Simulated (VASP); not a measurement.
A run of VASP 6.6.1 is set up as follows.

File INCAR:

```
SYSTEM = CuO
ALGO = Normal
EDIFF = 1E-6
ENCUT = 700
GGA = PS
GGA_COMPAT = .FALSE.
ISIF = 2
ISMEAR = 0
LASPH = .TRUE.
LCHARG = .TRUE.
LELF = .TRUE.
LREAL = .FALSE.
LVHAR = .TRUE.
LWAVE = .FALSE.
NBANDS = 33
NELM = 120
PREC = Accurate
SIGMA = 0.1
```

KPOINTS

```
k-points
0
G
  14 14 8
  0 0 0
```

File POSCAR:

```
CuO
1.0
    2.8795009639      0.0000000000      0.0000000000
    0.0390727580      2.8792794796      0.0000000000
    0.0174953863      0.0172449008      5.1763391994
Cu O
2 2
Direct
    0.5000000000      0.0000000000      0.5000000000
    0.0000000000      0.5000000000      0.0000000000
    0.0015760300      0.9983282200      0.2501129000
    0.9984239700      0.0016717800      0.7498871000
```

Potentials or basis: VASP PAW PBE potentials, release 64 (Cu_sv_GW, O).

Run with:

```bash
$ cat potpaw_PBE.64/Cu_sv_GW/POTCAR potpaw_PBE.64/O/POTCAR > POTCAR
$ mpirun -np 1 vasp_std > vasp.out
```

Estimate the band gap on the k mesh.

zero (bands 25 and 26 overlap by 1.13 eV).

Estimate the pressure.

-4.4 GPa.

What does it give for the largest force?

0.012 eV/Å.

Stress tensor (GPa, compression positive):
```
-3.12 -0.09 -0.02
-0.09 -3.14  0.00
-0.02  0.00 -6.85
```

Caveat: the cell stands under tension; the PAW data sets were made with another functional, which shifts forces and pressure a little; semilocal functionals often make such compounds metallic where correlation or magnetic order opens a gap, which also shifts bond lengths. With open d or f shells a metallic result of PBEsol can be an artefact of self-interaction; +U or a hybrid may open a gap.
